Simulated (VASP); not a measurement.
Re: single point with LDA

The system is Re.

```xyz
2
Lattice="2.5994 0.0000 0.0000 -1.2997 2.5385 0.0000 0.0000 0.0000 4.4736" Properties=species:S:1:pos:R:3 pbc="T T T"
Re    0.0000    1.6924    1.1184
Re    1.2997    0.8462    3.3552
```

This cell differs from its parent crystal: strain -0.0600 x Voigt [1, -1, 0, 0, 0, 0].

```
Program                : VASP 6.6.1
Task                   : single point
Functional             : LDA
Potentials or basis    : VASP PAW LDA potentials, release 64 (Re)
Cutoff                 : 520 eV
k mesh                 : 21 × 21 × 12
Occupations            : gaussian, width 0.15 eV
Spin                   : no spin polarisation
Dipole correction      : no
Further INCAR settings : ALGO = Normal; EDIFF = 1e-06; NBANDS = 14
```

```json
{
 "Pressure": "-6.2 GPa",
 "Largest force": "0.340 eV/Å",
 "Band gap on the k mesh": "zero (band 7 reaches 9.41 eV, above the bottom of band 8 at 6.50 eV)"
}
```

Forces in eV/Å, atoms in the order of the input:
```
Re   0.000  0.340  0.000
Re   0.000 -0.340  0.000
```

Stress tensor (GPa, compression positive):
```
 16.41   0.00   0.00
  0.00 -25.14   0.00
  0.00   0.00  -9.76
```

Levels at points of the mesh, in eV from the Fermi level:
```csv
k point,band 4,band 5,band 6,band 7,band 8,band 9,band 10,band 11
"(0.00, 0.00, 0.00)",-2.23,-1.66,-0.39,-0.29,0.40,0.60,0.60,2.76
"(0.00, 0.00, 0.50)",-3.01,-2.56,-2.56,-0.58,-0.58,1.95,1.95,2.95
```

It took 3.6 min on 1 thread of Intel(R) Xeon(R) Platinum 8259CL CPU @ 2.50GHz (Skylake/Cascade Lake), on a shared host, peak memory 0.39 GiB.

Caveat: the cell differs from its parent crystal (strain -0.0600 x Voigt [1, -1, 0, 0, 0, 0]); spin-orbit coupling is left out, which moves the levels of the heavy elements.
